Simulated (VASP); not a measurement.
# CaSnCl6: single point with PBEsol

Crystal: CaSnCl6.

```
Ca Sn Cl
1.0
    -0.00213    4.51475    4.51089
     4.90277   -0.39015    4.90517
     4.51336    4.51349   -0.00089
Ca Sn Cl
1 1 6
Direct
  0.50272 0.49809 0.49740
  0.00264 0.99810 0.99747
  0.59989 0.23629 0.22420
  0.40534 0.75989 0.77069
  0.06497 0.75991 0.40013
  0.94039 0.23623 0.59474
  0.22943 0.23640 0.93518
  0.77594 0.75979 0.05960
```

```json
{
  "Program": "VASP 6.6.1",
  "Task": "single point",
  "Functional": "PBEsol",
  "Potentials or basis": "VASP PAW PBE potentials, release 64 (Ca_sv, Sn_d, Cl)",
  "Cutoff": "520 eV",
  "k mesh": "4 × 4 × 4",
  "Occupations": "fermi-dirac, width 0.05 eV",
  "Spin": "no spin polarisation"
}
```

The pressure is 0.0 GPa and the largest force is 0.012 eV/Å. The band gap on the k mesh is 2.79 eV (least direct gap 2.81 eV).

Forces in eV/Å, atoms in the order of the input:
```
Ca   0.001  0.000  0.000
Sn  -0.001 -0.001  0.000
Cl  -0.011 -0.002 -0.004
Cl   0.011  0.003  0.005
Cl   0.005 -0.011 -0.003
Cl  -0.004  0.011  0.003
Cl   0.002  0.004 -0.011
Cl  -0.001 -0.004  0.011
```

Levels at points of the mesh, in eV from the valence-band top:
| k point | band 29 | band 30 | band 31 | band 32 | band 33 | band 34 | band 35 | band 36 | band 37 | band 38 |
| --- | --- | --- | --- | --- | --- | --- | --- | --- | --- | --- |
| (0.00, 0.00, 0.00) | -0.18 | -0.18 | -0.07 | -0.07 | 0.00 | 2.81 | 6.34 | 6.34 | 6.36 | 6.52 |
| (0.50, 0.00, 0.00) | -0.57 | -0.33 | -0.26 | -0.16 | 0.00 | 3.06 | 5.60 | 5.82 | 5.88 | 6.63 |
| (0.00, 0.50, 0.00) | -0.70 | -0.29 | -0.29 | -0.06 | -0.06 | 3.11 | 5.84 | 5.84 | 6.05 | 6.74 |
| (0.50, 0.50, 0.00) | -0.55 | -0.53 | -0.35 | -0.25 | -0.11 | 2.79 | 6.00 | 6.32 | 6.38 | 6.65 |
| (0.00, 0.00, 0.50) | -0.57 | -0.33 | -0.26 | -0.16 | 0.00 | 3.06 | 5.60 | 5.82 | 5.89 | 6.63 |
| (0.50, 0.00, 0.50) | -0.55 | -0.53 | -0.35 | -0.25 | -0.11 | 2.79 | 6.00 | 6.32 | 6.38 | 6.65 |
| (0.00, 0.50, 0.50) | -0.55 | -0.53 | -0.35 | -0.25 | -0.11 | 2.79 | 6.00 | 6.32 | 6.38 | 6.65 |
| (0.50, 0.50, 0.50) | -0.57 | -0.33 | -0.26 | -0.16 | 0.00 | 3.06 | 5.60 | 5.82 | 5.89 | 6.63 |

Run time: 4.4 min on 1 thread of AMD EPYC 7R13 Processor (Zen 3) (shared host), peak memory 0.49 GiB.

Caveat: the PAW data sets were made with another functional, which shifts forces and pressure a little; spin-orbit coupling is left out, which moves the levels of the heavy elements. A k mesh can miss the band edges.
